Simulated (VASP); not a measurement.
# SiB4C (F-43m) in VASP: single point with PBE

Aim: the single point of SiB4C with PBE.

Everything below comes from runs of VASP 6.6.1. Logs are shortened: lines on timing, memory, paths and dates and some standing lists are left out, and cuts for length are marked.

## 1. The cell of the first run

It takes space group F-43m (No. 216, cubic). Conventional cell: a = 6.006 Å, b = 6.006 Å, c = 6.006 Å, α = 90.00°, β = 90.00°, γ = 90.00°. Si (site symmetry -43m) has 12 B at 2.49 Å and 4 C at 2.60 Å within 3.3 Å. Within 2.8 Å of B (site symmetry 3m) lie 6 B at 2.11 to 2.14 Å and 3 Si at 2.49 Å and 3 C at 2.49 Å. Within 3.3 Å of C (site symmetry -43m) lie 12 B at 2.49 Å and 4 Si at 2.60 Å.

## 2. Single point, PBE

INCAR

```
SYSTEM = SiB4C
PREC = Accurate
ENCUT = 520
EDIFF = 1E-6
ISMEAR = 0
SIGMA = 0.1
LREAL = .False.
LASPH = .True.
NELM = 60
ALGO = Normal
ISIF = 2
LWAVE = .False.
LCHARG = .False.
GGA = PE
NBANDS = 19
```

KPOINTS

```
Automatic mesh
0
Gamma
  6 6 6
  0 0 0
```

POSCAR

```
SiB4C
1.0
    0.0000000000      3.0028182100      3.0028182100
    3.0028182100      0.0000000000      3.0028182100
    3.0028182100      3.0028182100      0.0000000000
Si B C
1 4 1
Direct
    0.0000000000      0.0000000000      0.0000000000
    0.8776099700      0.3741300100      0.3741300100
    0.3741300100      0.3741300100      0.3741300100
    0.3741300100      0.8776099700      0.3741300100
    0.3741300100      0.3741300100      0.8776099700
    0.7500000000      0.7500000000      0.7500000000
```

Potentials or basis: VASP PAW PBE potentials, release 64 (Si, B, C).

Run with:

```bash
> cat potpaw_PBE.64/Si/POTCAR potpaw_PBE.64/B/POTCAR potpaw_PBE.64/C/POTCAR > POTCAR
> mpirun -np 1 vasp_std > vasp.out
```

OUTCAR:

```text
SYSTEM = SiB4C
   PREC = Accurate
   ENCUT = 520
   EDIFF = 1E-6
   ISMEAR = 0
   LREAL = .False.
   LASPH = .True.
   NELM = 60
   ISIF = 2
   GGA = PE

 ion  position               nearest neighbor table
   1  0.000  0.000  0.000-   2 2.49   4 2.49   2 2.49   5 2.49   4 2.49   5 2.49   3 2.49   3 2.49
                             3 2.49   2 2.49   4 2.49   5 2.49   6 2.60   6 2.60   6 2.60   6 2.60
   2  0.878  0.374  0.374-   3 2.11   4 2.11   5 2.11   4 2.14   5 2.14   3 2.14   1 2.49   1 2.49
                             1 2.49
   3  0.374  0.374  0.374-   2 2.11   4 2.11   5 2.11   2 2.14   4 2.14   5 2.14   1 2.49   1 2.49
                             1 2.49
   4  0.374  0.878  0.374-   2 2.11   3 2.11   5 2.11   2 2.14   5 2.14   3 2.14   1 2.49   1 2.49
                             1 2.49
   5  0.374  0.374  0.878-   2 2.11   3 2.11   4 2.11   4 2.14   2 2.14   3 2.14   1 2.49   1 2.49
                             1 2.49
   6  0.750  0.750  0.750-   1 2.60   1 2.60   1 2.60   1 2.60

  LATTYP: Found a face centered cubic cell.
 ALAT       =     6.0056364200

  Lattice vectors:

 A1 = (   0.0000000000,   3.0028182100,   3.0028182100)
 A2 = (   3.0028182100,   0.0000000000,   3.0028182100)
 A3 = (   3.0028182100,   3.0028182100,   0.0000000000)

Analysis of symmetry for initial positions (statically):
=====================================================================
 Subroutine PRICEL returns:
 Original cell was already a primitive cell.

 Routine SETGRP: Setting up the symmetry group for a
 face centered cubic supercell.

 Subroutine GETGRP returns: Found 24 space group operations
 (whereof 24 operations were pure point group operations)
 out of a pool of 48 trial point group operations.

The static configuration has the point symmetry T_d .

Analysis of symmetry for dynamics (positions and initial velocities):
=====================================================================
 Subroutine PRICEL returns:
 Original cell was already a primitive cell.

 Routine SETGRP: Setting up the symmetry group for a
 face centered cubic supercell.

 Subroutine GETGRP returns: Found 24 space group operations
 (whereof 24 operations were pure point group operations)
 out of a pool of 48 trial point group operations.

The dynamic configuration has the point symmetry T_d .

 Subroutine INISYM returns: Found 24 space group operations
 (whereof 24 operations are pure point group operations),
 and found     1 'primitive' translations

----------------------------------------------------------------------------------------

                                     Primitive cell

  volume of cell :      54.1523

  direct lattice vectors                    reciprocal lattice vectors
     0.000000000  3.002818210  3.002818210    -0.166510246  0.166510246  0.166510246
     3.002818210  0.000000000  3.002818210     0.166510246 -0.166510246  0.166510246
     3.002818210  3.002818210  0.000000000     0.166510246  0.166510246 -0.166510246

  length of vectors
     4.246626238  4.246626238  4.246626238     0.288404207  0.288404207  0.288404207

  position of ions in fractional coordinates (direct lattice)
     0.000000000  0.000000000  0.000000000
     0.877609970  0.374130010  0.374130010
     0.374130010  0.374130010  0.374130010
     0.374130010  0.877609970  0.374130010
     0.374130010  0.374130010  0.877609970
     0.750000000  0.750000000  0.750000000

  ion indices of the primitive-cell ions
   primitive index   ion index
                 1           1
                 2           2
                 3           3
                 4           4
                 5           5
                 6           6

----------------------------------------------------------------------------------------

 KPOINTS: Automatic mesh

Automatic generation of k-mesh.
 Grid dimensions read from file:
 generate k-points for:    6    6    6

 Generating k-lattice:

  Cartesian coordinates                     Fractional coordinates (reciprocal lattice)
    -0.027751708  0.027751708  0.027751708     0.166666667  0.000000000  0.000000000
     0.027751708 -0.027751708  0.027751708     0.000000000  0.166666667  0.000000000
     0.027751708  0.027751708 -0.027751708     0.000000000  0.000000000  0.166666667

  Length of vectors
     0.048067368  0.048067368  0.048067368

  Shift w.r.t. Gamma in fractional coordinates (k-lattice)
     0.000000000  0.000000000  0.000000000

 Subroutine IBZKPT returns following result:
 ===========================================

 Found     16 irreducible k-points:

 Following reciprocal coordinates:
            Coordinates               Weight
  0.000000  0.000000  0.000000      1.000000
  0.166667  0.000000  0.000000      8.000000
  0.333333  0.000000  0.000000      8.000000
  0.500000  0.000000  0.000000      4.000000
  0.166667  0.166667  0.000000      6.000000
  0.333333  0.166667  0.000000     24.000000
[... 8 lines left out ...]
 -0.333333  0.333333  0.166667     24.000000
 -0.333333  0.500000  0.166667     12.000000
   k-points           NKPTS =     16   k-points in BZ     NKDIM =     16   number of bands    NBANDS=     19
   number of dos      NEDOS =    301   number of ions     NIONS =      6
   total plane-waves  NPLWV =  32768
   dimension x,y,z NGX =    32 NGY =   32 NGZ =   32
   dimension x,y,z NGXF=    64 NGYF=   64 NGZF=   64
   ions per type =               1   4   1
   NGX,Y,Z   is equivalent  to a cutoff of  12.53, 12.53, 12.53 a.u.
   NGXF,Y,Z  is equivalent  to a cutoff of  25.05, 25.05, 25.05 a.u.
 SYSTEM =  SiB4C
   PREC   = accura    normal or accurate (medium, high low for compatibility)
   ISTART =      0    job   : 0-new  1-cont  2-samecut
   ICHARG =      2    charge: 1-file 2-atom 10-const
   ISPIN  =      1    spin polarized calculation?
   LNONCOLLINEAR =      F non collinear calculations
   LSORBIT =      F    spin-orbit coupling
   LASPH  =      T    aspherical Exc in radial PAW
   ENCUT  =  520.0 eV  38.22 Ry    6.18 a.u.   7.90  7.90  7.90*2*pi/ulx,y,z
   NELM   =     60;   NELMIN=  2; NELMDL= -5     # of ELM steps
   EDIFF  = 0.1E-05   stopping-criterion for ELM
   LREAL  =      F    real-space projection
   EDIFFG = 0.1E-04   stopping-criterion for IOM
   NSW    =      0    number of steps for IOM
   IBRION =     -1    ionic relax: 0-MD 1-quasi-New 2-CG
   NFREE  =      0    steps in history (QN), initial steepest desc. (CG)
   ISIF   =      2    stress and relaxation
   ISYM   =      2    0-nonsym 1-usesym 2-fastsym
   POTIM  = 0.5000    time-step for ionic-motion
   TEBEG  =    0.0;   TEEND  =   0.0 temperature during run
   PSTRESS=    0.0 pullay stress
   NELECT =      20.0000    total number of electrons
   NUPDOWN=      -1.0000    fix difference up-down
   EMIN   =  10.00;   EMAX   =-10.00  energy-range for DOS
   EFERMI =   0.00;   METHOD = LEGACY
   ISMEAR =     0;   SIGMA  =   0.10  broadening in eV -4-tet -1-fermi 0-gaus
   EFERMI_NEDOS =   21; number of points for ismear=-14 and -15
   IALGO  =     38    algorithm
   IMIX   =      4    mixing-type and parameters
     AMIX     =   0.40;   BMIX     =  1.00
     AMIX_MAG =   1.60;   BMIX_MAG =  1.00
  volume/ion in A,a.u.               =       9.03        60.91
  Fermi-wavevector in a.u.,A,eV,Ry     =   1.174571  2.219617 18.770816  1.379616
  Thomas-Fermi vector in A             =   2.310965
   LORBIT       =      0    0 simple, 1 ext, 2 COOP (PROOUT), +10 PAW based schemes
   GGA     = PE    functional components
   LHFCALC =     F    Hartree Fock is set to
   AEXX    =    0.0000 exact exchange contribution
   IVDW    =     0    specifies the selected vdW correction
   LEPSILON=     F    determine dielectric tensor
   LRPA    =     F    only Hartree local field effects (RPA)
 non-spin polarized calculation
 Gauss-broadening in eV      SIGMA  =   0.10
  energy-cutoff  :      520.00
  volume of cell :       54.15
 maximum number of plane-waves:      1470
   NGX = 15   NGY = 15   NGZ = 15

 number of electron      19.9999999 magnetization

 Free energy of the ion-electron system (eV)
  ---------------------------------------------------
  ext. energy  EPLUGINS =         0.00000000
  ---------------------------------------------------
  free energy    TOTEN  =       -29.31427264 eV

  energy without entropy =      -29.30383622  energy(sigma->0) =      -29.30905443

 E-fermi :   7.7081     XC(G=0): -11.7050

 val. band max:        7.6531576248   @ k =   0.5000   0.3333   0.0000
 cond. band min:       7.7160599250   @ k =  -0.1667   0.1667   0.0000
 fundamental gap:      0.0629023002
 Fermi energy:         7.7080601661

 k-point     1 :       0.0000    0.0000    0.0000
  band No.  band energies     occupation
      1      -8.0045      2.00000
      2      -0.3127      2.00000
      3       1.4694      2.00000
      4       2.1273      2.00000
      5       2.1273      2.00000
      6       2.1273      2.00000
[... 11 lines left out ...]
     18      14.2489      0.00000
     19      16.6127      0.00000

 k-point     2 :       0.1667    0.0000    0.0000
  band No.  band energies     occupation
      1      -7.7091      2.00000
      2      -1.2182      2.00000
      3       0.3896      2.00000
      4       1.8983      2.00000
      5       1.8983      2.00000
      6       2.0467      2.00000
[... 11 lines left out ...]
     18      13.9784      0.00000
     19      15.8520      0.00000

 k-point     3 :       0.3333    0.0000    0.0000
  band No.  band energies     occupation
      1      -6.8281      2.00000
      2      -3.4011      2.00000
      3      -0.0358      2.00000
      4       1.5309      2.00000
      5       1.7483      2.00000
      6       1.7483      2.00000
[... 258 lines left out ...]
      1      -4.7476      2.00000
      2      -4.5115      2.00000
      3      -2.3879      2.00000
      4      -2.0407      2.00000
      5       1.9989      2.00000
      6       2.5649      2.00000
[... 11 lines left out ...]
     18      14.1088      0.00000
     19      14.3771      0.00000

 k-point    16 :      -0.3333    0.5000    0.1667
  band No.  band energies     occupation
      1      -4.4644      2.00000
      2      -3.7308      2.00000
      3      -3.3468      2.00000
      4      -2.4981      2.00000
      5       1.4242      2.00000
      6       2.0384      2.00000
[... 11 lines left out ...]
     18      13.8966      0.00000
     19      14.4058      0.00000

------------------------ aborting loop because EDIFF is reached ----------------------------------------

  FORCE on cell =-STRESS in cart. coord.  units (eV):
  Direction    XX          YY          ZZ          XY          YZ          ZX
  --------------------------------------------------------------------------------------
  -------------------------------------------------------------------------------------
  Total       -9.2327660     -9.2327660     -9.2327660     -0.0000000     -0.0000000      0.0000000
  in kB     -273.1651506   -273.1651506   -273.1651506     -0.0000000     -0.0000000      0.0000000
  external PRESSURE =    -273.1651506 kB  Pullay stress =       0.0000000 kB

 VOLUME and BASIS-vectors are now :
 -----------------------------------------------------------------------------
  energy-cutoff  :      520.00
  volume of cell :       54.15
      direct lattice vectors                 reciprocal lattice vectors
     0.000000000  3.002818210  3.002818210    -0.166510246  0.166510246  0.166510246
     3.002818210  0.000000000  3.002818210     0.166510246 -0.166510246  0.166510246
     3.002818210  3.002818210  0.000000000     0.166510246  0.166510246 -0.166510246

 POSITION                                       TOTAL-FORCE (eV/Angst)
 -----------------------------------------------------------------------------------
      0.00000      0.00000      0.00000         0.000000      0.000000      0.000000
      2.24689      3.75875      3.75875         0.052820     -0.052820     -0.052820
      2.24689      2.24689      2.24689         0.052820      0.052820      0.052820
      3.75875      2.24689      3.75875        -0.052820      0.052820     -0.052820
      3.75875      3.75875      2.24689        -0.052820     -0.052820      0.052820
      4.50423      4.50423      4.50423         0.000000      0.000000      0.000000
 -----------------------------------------------------------------------------------
    total drift:                                0.000000      0.000000      0.000000

  FREE ENERGIE OF THE ION-ELECTRON SYSTEM (eV)
  ---------------------------------------------------
  free  energy   TOTEN  =       -29.3142726422 eV

  energy  without entropy=      -29.3038362178  energy(sigma->0) =      -29.30905443
```

Run time: 8.6 s. Hardware: 1 thread of AMD EPYC 9R45 (Zen 5), shared host; peak memory 0.14 GiB.

What came out:

- Free energy: -29.3143 eV
- Pressure: -27.3 GPa
- Largest force: 0.091 eV/Å
- Band gap on the k mesh: zero (band 10 reaches 8.65 eV, above the bottom of band 11 at 5.05 eV)

Forces in eV/Å, atoms in the order of the input:
```
Si   0.000  0.000  0.000
B    0.053 -0.053 -0.053
B    0.053  0.053  0.053
B   -0.053  0.053 -0.053
B   -0.053 -0.053  0.053
C    0.000  0.000  0.000
```
